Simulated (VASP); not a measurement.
# TaH (Pnma) in VASP: single point with PBE

Aim: the single point of TaH with PBE.

Everything below comes from runs of VASP 6.6.1. Logs are shortened: lines on timing, memory, paths and dates and some standing lists are left out, and cuts for length are marked.

**1. The cell of the first run**

The structure is orthorhombic, space group Pnma (No. 62). Conventional cell: a = 4.919 Å, b = 3.418 Å, c = 4.916 Å, α = 90.00°, β = 90.00°, γ = 90.00°. Ta (site symmetry m) has 4 H at 1.94 to 1.95 Å within 2.6 Å. H (site symmetry m) has 4 Ta at 1.94 to 1.95 Å and 2 H at 2.41 Å within 2.6 Å.

**2. Single point, PBE**

INCAR reads:

```
SYSTEM = TaH
  ALGO = Normal
  EDIFF = 1E-6
  ENCUT = 520
  GGA = PE
  ISIF = 2
  ISMEAR = 0
  LASPH = .True.
  LCHARG = .False.
  LREAL = .False.
  LWAVE = .False.
  NBANDS = 34
  NELM = 100
  PREC = Accurate
  SIGMA = 0.2
```

KPOINTS reads:

```
k-points
0
Gamma
  3 4 4
  0 0 0
```

POSCAR reads:

```
TaH
1.0
    4.9194522578      0.0000000000      0.0000000000
    0.0000000000      3.4181825025      0.0000000000
    0.0000000000      0.0000000000      4.9159607530
Ta H
4 4
Direct
    0.7424136566      0.2500000000      0.4967493666
    0.2575863434      0.7500000000      0.5032506334
    0.7575863434      0.7500000000      0.9967493666
    0.2424136566      0.2500000000      0.0032506334
    0.6170789423      0.2500000000      0.8732046695
    0.3829210577      0.7500000000      0.1267953305
    0.8829210577      0.7500000000      0.3732046695
    0.1170789423      0.2500000000      0.6267953305
```

Potentials or basis: VASP PAW PBE potentials, release 64 (Ta_pv, H).

Launch:

```
$ cat potpaw_PBE.64/Ta_pv/POTCAR potpaw_PBE.64/H/POTCAR > POTCAR
$ mpirun -np 1 vasp_std > vasp.out
```

OUTCAR:

```text
SYSTEM = TaH
   EDIFF = 1E-6
   ENCUT = 520
   GGA = PE
   ISIF = 2
   ISMEAR = 0
   LASPH = .True.
   LREAL = .False.
   NELM = 100
   PREC = Accurate

 ion  position               nearest neighbor table
   1  0.742  0.250  0.497-   7 1.94   7 1.94   5 1.95   8 1.95   2 2.93   2 2.93   3 2.99   3 2.99
                             3 2.99   3 2.99   2 3.06   2 3.06   4 3.45   4 3.45   4 3.50   4 3.50
   2  0.258  0.750  0.503-   8 1.94   8 1.94   6 1.95   7 1.95   1 2.93   1 2.93   4 2.99   4 2.99
                             4 2.99   4 2.99   1 3.06   1 3.06   3 3.45   3 3.45   3 3.50   3 3.50
   3  0.758  0.750  0.997-   5 1.94   5 1.94   7 1.95   6 1.95   4 2.93   4 2.93   1 2.99   1 2.99
                             1 2.99   1 2.99   4 3.06   4 3.06   2 3.45   2 3.45   2 3.50   2 3.50
   4  0.242  0.250  0.003-   6 1.94   6 1.94   8 1.95   5 1.95   3 2.93   3 2.93   2 2.99   2 2.99
                             2 2.99   2 2.99   3 3.06   3 3.06   1 3.45   1 3.45   1 3.50   1 3.50
   5  0.617  0.250  0.873-   3 1.94   3 1.94   1 1.95   4 1.95
   6  0.383  0.750  0.127-   4 1.94   4 1.94   2 1.95   3 1.95
   7  0.883  0.750  0.373-   1 1.94   1 1.94   3 1.95   2 1.95
   8  0.117  0.250  0.627-   2 1.94   2 1.94   4 1.95   1 1.95

  LATTYP: Found a simple orthorhombic cell.
 ALAT       =     3.4181825025
 B/A-ratio  =     1.4381797196
 C/A-ratio  =     1.4392011703

  Lattice vectors:

 A1 = (   0.0000000000,   3.4181825025,   0.0000000000)
 A2 = (   0.0000000000,   0.0000000000,   4.9159607530)
 A3 = (   4.9194522578,   0.0000000000,   0.0000000000)

Analysis of symmetry for initial positions (statically):
=====================================================================
 Subroutine PRICEL returns:
 Original cell was already a primitive cell.

 Routine SETGRP: Setting up the symmetry group for a
 simple orthorhombic supercell.

 Subroutine GETGRP returns: Found  8 space group operations
 (whereof  2 operations were pure point group operations)
 out of a pool of  8 trial point group operations.

The static configuration has the point symmetry S_2 .
 The point group associated with its full space group is D_2h.

Analysis of symmetry for dynamics (positions and initial velocities):
=====================================================================
 Subroutine PRICEL returns:
 Original cell was already a primitive cell.

 Routine SETGRP: Setting up the symmetry group for a
 simple orthorhombic supercell.

 Subroutine GETGRP returns: Found  8 space group operations
 (whereof  2 operations were pure point group operations)
 out of a pool of  8 trial point group operations.

The dynamic configuration has the point symmetry S_2 .
 The point group associated with its full space group is D_2h.

 Subroutine INISYM returns: Found  8 space group operations
 (whereof  2 operations are pure point group operations),
 and found     1 'primitive' translations

----------------------------------------------------------------------------------------

                                     Primitive cell

  volume of cell :      82.6648

  direct lattice vectors                    reciprocal lattice vectors
     4.919452258  0.000000000  0.000000000     0.203274663  0.000000000  0.000000000
     0.000000000  3.418182503  0.000000000     0.000000000  0.292553133  0.000000000
     0.000000000  0.000000000  4.915960753     0.000000000  0.000000000  0.203419037

  length of vectors
     4.919452258  3.418182503  4.915960753     0.203274663  0.292553133  0.203419037

  position of ions in fractional coordinates (direct lattice)
     0.742413657  0.250000000  0.496749367
     0.257586343  0.750000000  0.503250633
     0.757586343  0.750000000  0.996749367
     0.242413657  0.250000000  0.003250633
     0.617078942  0.250000000  0.873204669
     0.382921058  0.750000000  0.126795331
     0.882921058  0.750000000  0.373204669
     0.117078942  0.250000000  0.626795331

  ion indices of the primitive-cell ions
   primitive index   ion index
                 1           1
                 2           2
                 3           3
                 4           4
                 5           5
                 6           6
                 7           7
                 8           8

----------------------------------------------------------------------------------------

 KPOINTS: k-points

Automatic generation of k-mesh.
 Grid dimensions read from file:
 generate k-points for:    3    4    4

 Generating k-lattice:

  Cartesian coordinates                     Fractional coordinates (reciprocal lattice)
     0.067758221  0.000000000  0.000000000     0.333333333  0.000000000  0.000000000
     0.000000000  0.073138283  0.000000000     0.000000000  0.250000000  0.000000000
     0.000000000  0.000000000  0.050854759     0.000000000  0.000000000  0.250000000

  Length of vectors
     0.067758221  0.073138283  0.050854759

  Shift w.r.t. Gamma in fractional coordinates (k-lattice)
     0.000000000  0.000000000  0.000000000

 Subroutine IBZKPT returns following result:
 ===========================================

 Found     18 irreducible k-points:

 Following reciprocal coordinates:
            Coordinates               Weight
  0.000000  0.000000  0.000000      1.000000
  0.333333  0.000000  0.000000      2.000000
  0.000000  0.250000  0.000000      2.000000
  0.333333  0.250000  0.000000      4.000000
  0.000000  0.500000  0.000000      1.000000
  0.333333  0.500000  0.000000      2.000000
[... 10 lines left out ...]
  0.000000  0.500000  0.500000      1.000000
  0.333333  0.500000  0.500000      2.000000
   k-points           NKPTS =     18   k-points in BZ     NKDIM =     18   number of bands    NBANDS=     34
   number of dos      NEDOS =    301   number of ions     NIONS =      8
   total plane-waves  NPLWV =  44800
   dimension x,y,z NGX =    40 NGY =   28 NGZ =   40
   dimension x,y,z NGXF=    80 NGYF=   56 NGZF=   80
   ions per type =               4   4
   NGX,Y,Z   is equivalent  to a cutoff of  13.52, 13.62, 13.53 a.u.
   NGXF,Y,Z  is equivalent  to a cutoff of  27.03, 27.24, 27.05 a.u.
 SYSTEM =  TaH
   PREC   = accura    normal or accurate (medium, high low for compatibility)
   ISTART =      0    job   : 0-new  1-cont  2-samecut
   ICHARG =      2    charge: 1-file 2-atom 10-const
   ISPIN  =      1    spin polarized calculation?
   LNONCOLLINEAR =      F non collinear calculations
   LSORBIT =      F    spin-orbit coupling
   LASPH  =      T    aspherical Exc in radial PAW
   ENCUT  =  520.0 eV  38.22 Ry    6.18 a.u.   9.15  6.36  9.14*2*pi/ulx,y,z
   NELM   =    100;   NELMIN=  2; NELMDL= -5     # of ELM steps
   EDIFF  = 0.1E-05   stopping-criterion for ELM
   LREAL  =      F    real-space projection
   EDIFFG = 0.1E-04   stopping-criterion for IOM
   NSW    =      0    number of steps for IOM
   IBRION =     -1    ionic relax: 0-MD 1-quasi-New 2-CG
   NFREE  =      0    steps in history (QN), initial steepest desc. (CG)
   ISIF   =      2    stress and relaxation
   ISYM   =      2    0-nonsym 1-usesym 2-fastsym
   POTIM  = 0.5000    time-step for ionic-motion
   TEBEG  =    0.0;   TEEND  =   0.0 temperature during run
   PSTRESS=    0.0 pullay stress
   NELECT =      48.0000    total number of electrons
   NUPDOWN=      -1.0000    fix difference up-down
   EMIN   =  10.00;   EMAX   =-10.00  energy-range for DOS
   EFERMI =   0.00;   METHOD = LEGACY
   ISMEAR =     0;   SIGMA  =   0.20  broadening in eV -4-tet -1-fermi 0-gaus
   EFERMI_NEDOS =   21; number of points for ismear=-14 and -15
   IALGO  =     38    algorithm
   IMIX   =      4    mixing-type and parameters
     AMIX     =   0.40;   BMIX     =  1.00
     AMIX_MAG =   1.60;   BMIX_MAG =  1.00
  volume/ion in A,a.u.               =      10.33        69.73
  Fermi-wavevector in a.u.,A,eV,Ry     =   1.365783  2.580956 25.379816  1.865364
  Thomas-Fermi vector in A             =   2.491981
   LORBIT       =      0    0 simple, 1 ext, 2 COOP (PROOUT), +10 PAW based schemes
   GGA     = PE    functional components
   LHFCALC =     F    Hartree Fock is set to
   AEXX    =    0.0000 exact exchange contribution
   IVDW    =     0    specifies the selected vdW correction
   LEPSILON=     F    determine dielectric tensor
   LRPA    =     F    only Hartree local field effects (RPA)
 non-spin polarized calculation
 Gauss-broadening in eV      SIGMA  =   0.20
  energy-cutoff  :      520.00
  volume of cell :       82.66
 maximum number of plane-waves:      2246
 NGX is ok and might be reduce to    40
   NGX = 19   NGY = 13   NGZ = 19

 number of electron      48.0000001 magnetization

 Free energy of the ion-electron system (eV)
  ---------------------------------------------------
  ext. energy  EPLUGINS =         0.00000000
  ---------------------------------------------------
  free energy    TOTEN  =       -61.85246526 eV

  energy without entropy =      -61.82155927  energy(sigma->0) =      -61.83701226

 E-fermi :   5.8306     XC(G=0): -12.4067

 val. band max:        5.7533272326   @ k =   0.3333   0.0000   0.0000
 cond. band min:       5.8572945613   @ k =   0.3333   0.0000   0.2500
 fundamental gap:      0.1039673288
 Fermi energy:         5.8305937701

 k-point     1 :       0.0000    0.0000    0.0000
  band No.  band energies     occupation
      1     -29.1024      2.00000
      2     -29.0991      2.00000
      3     -28.8571      2.00000
      4     -28.8569      2.00000
      5     -28.8245      2.00000
      6     -28.5402      2.00000
[... 26 lines left out ...]
     33      10.7986      0.00000
     34      10.8998      0.00000

 k-point     2 :       0.3333    0.0000    0.0000
  band No.  band energies     occupation
      1     -29.0455      2.00000
      2     -28.9559      2.00000
      3     -28.8694      2.00000
      4     -28.7549      2.00000
      5     -28.7213      2.00000
      6     -28.6126      2.00000
[... 26 lines left out ...]
     33       9.7726      0.00000
     34      10.3792      0.00000
[... 553 lines left out ...]
     33      11.1773      0.00000
     34      11.3062      0.00000

 k-point    18 :       0.3333    0.5000    0.5000
  band No.  band energies     occupation
      1     -29.0808      2.00000
      2     -29.0808      2.00000
      3     -29.0715      2.00000
      4     -29.0715      2.00000
      5     -28.5626      2.00000
      6     -28.5626      2.00000
[... 26 lines left out ...]
     33      11.3759      0.00000
     34      11.4276      0.00000

------------------------ aborting loop because EDIFF is reached ----------------------------------------

  FORCE on cell =-STRESS in cart. coord.  units (eV):
  Direction    XX          YY          ZZ          XY          YZ          ZX
  --------------------------------------------------------------------------------------
  -------------------------------------------------------------------------------------
  Total        0.1012422     -0.0574956     -0.2510560      0.0000000      0.0000000      0.0000000
  in kB        1.9622380     -1.1143577     -4.8658726      0.0000000      0.0000000      0.0000000
  external PRESSURE =      -1.3393308 kB  Pullay stress =       0.0000000 kB

 VOLUME and BASIS-vectors are now :
 -----------------------------------------------------------------------------
  energy-cutoff  :      520.00
  volume of cell :       82.66
      direct lattice vectors                 reciprocal lattice vectors
     4.919452258  0.000000000  0.000000000     0.203274663  0.000000000  0.000000000
     0.000000000  3.418182503  0.000000000     0.000000000  0.292553133  0.000000000
     0.000000000  0.000000000  4.915960753     0.000000000  0.000000000  0.203419037

 POSITION                                       TOTAL-FORCE (eV/Angst)
 -----------------------------------------------------------------------------------
      3.65227      0.85455      2.44200         0.020685      0.000000      0.015606
      1.26718      2.56364      2.47396        -0.020685      0.000000     -0.015606
      3.72691      2.56364      4.89998        -0.020685      0.000000      0.015606
      1.19254      0.85455      0.01598         0.020685     -0.000000     -0.015606
      3.03569      0.85455      4.29264         0.006593     -0.000000     -0.011634
      1.88376      2.56364      0.62332        -0.006593     -0.000000      0.011634
      4.34349      2.56364      1.83466        -0.006593     -0.000000     -0.011634
      0.57596      0.85455      3.08130         0.006593     -0.000000      0.011634
 -----------------------------------------------------------------------------------
    total drift:                               -0.000000      0.000000      0.000000

  FREE ENERGIE OF THE ION-ELECTRON SYSTEM (eV)
  ---------------------------------------------------
  free  energy   TOTEN  =       -61.8524652570 eV

  energy  without entropy=      -61.8215592662  energy(sigma->0) =      -61.83701226
```

Wall time 22 s (1 thread of Intel Xeon 6975P-C (Granite Rapids), shared host); peak memory 0.21 GiB.

Results:

| Item | Value |
| --- | --- |
| Free energy | -61.8525 eV |
| Pressure | -0.1 GPa |
| Largest force | 0.026 eV/Å |
| Band gap on the k mesh | zero (band 24 reaches 6.13 eV, above the bottom of band 25 at 5.62 eV) |

Forces in eV/Å, atoms in the order of the input:
```
Ta   0.021  0.000  0.016
Ta  -0.021  0.000 -0.016
Ta  -0.021  0.000  0.016
Ta   0.021  0.000 -0.016
H    0.007  0.000 -0.012
H   -0.007  0.000  0.012
H   -0.007  0.000 -0.012
H    0.007  0.000  0.012
```

Levels at points of the mesh, in eV from the Fermi level:
```csv
k point,band 21,band 22,band 23,band 24,band 25,band 26,band 27,band 28
"(0.00, 0.00, 0.00)",-1.32,-0.51,-0.22,-0.14,1.92,2.00,2.01,2.62
"(0.00, 0.50, 0.00)",-1.69,-1.69,-0.33,-0.33,-0.21,-0.21,1.73,1.73
"(0.00, 0.00, 0.50)",-1.33,-1.33,-0.42,-0.42,0.12,0.12,1.73,1.73
"(0.00, 0.50, 0.50)",-1.88,-1.88,-1.75,-1.75,1.80,1.80,2.22,2.22
```

Caveat: the k points lie up to 0.46 Å⁻¹ apart; spin-orbit coupling is left out, which moves the levels of the heavy elements.
